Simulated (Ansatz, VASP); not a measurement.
WS2: VASP beside Ansatz

INCAR

```
SYSTEM = WS2
PREC = Accurate
ENCUT = 520
EDIFF = 1E-7
ISMEAR = 0
SIGMA = 0.05
LREAL = .False.
LASPH = .True.
NELM = 100
ALGO = Normal
ISIF = 2
LWAVE = .False.
LCHARG = .True.
GGA = PE
LELF = .True.
LVHAR = .True.
NBANDS = 35
```

The input KPOINTS:

```
Automatic mesh
0
Gamma
  10 10 2
  0 0 0
```

POSCAR

```
WS2
1.0
    3.1878273111      0.0000000001      0.0000000000
   -1.5939136556      2.7607394343      0.0000000000
    0.0000000000      0.0000000000     14.8571278143
W S
2 4
Direct
    0.3333333333      0.6666666667      0.2500000000
    0.6666666667      0.3333333333      0.7500000000
    0.3333333333      0.6666666667      0.6442570267
    0.6666666667      0.3333333333      0.1442570267
    0.3333333333      0.6666666667      0.8557429733
    0.6666666667      0.3333333333      0.3557429733
```

Input for Ansatz:

```yaml
crystal:
  lattice:
    - [3.1878273111, 1.0e-10, 0.0]
    - [-1.5939136556, 2.7607394343, 0.0]
    - [0.0, 0.0, 14.8571278143]
  atoms:
    - { symbol: W, position: [0.3333333333, 0.6666666667, 0.25] }
    - { symbol: W, position: [0.6666666667, 0.3333333333, 0.75] }
    - { symbol: S, position: [0.3333333333, 0.6666666667, 0.6442570267] }
    - { symbol: S, position: [0.6666666667, 0.3333333333, 0.1442570267] }
    - { symbol: S, position: [0.3333333333, 0.6666666667, 0.8557429733] }
    - { symbol: S, position: [0.6666666667, 0.3333333333, 0.3557429733] }
basis:
  ecutwfc: 420
  ecutrho_ratio: 4
kpoints:
  mp_grid: { grid: [10, 10, 2] }
hamiltonian:
  xc: pbe
scf:
  occupations: { method: gaussian, width: 0.05 }
output:
  forces: true
  stress: true
  eigenvalues: true
```

Alike in both runs: task single point; functional PBE; k mesh 10 × 10 × 2; occupations gaussian, width 0.05 eV; no spin polarisation.

```csv
,VASP,Ansatz
version,VASP 6.6.1,Ansatz 0.2.0
potentials or method,"VASP PAW PBE potentials, release 64 (W_sv, S), cutoff 520 eV","scalar-relativistic, plane waves, PAW"
valence electrons in the cell,52,52
```

|  | VASP | Ansatz | Ansatz less VASP |
| --- | --- | --- | --- |
| gap on the k mesh at the Fermi level (eV) | 1.78 | 1.78 | -0.007 |
| least direct gap on the mesh (eV) | 2.14 | 2.14 | -0.003 |
| pressure (GPa) | 0.0 | 0.0 | +0.04 |

With one functional, cell and mesh, what is left measures potentials, basis and numerics.

Neither program's run includes spin-orbit coupling.
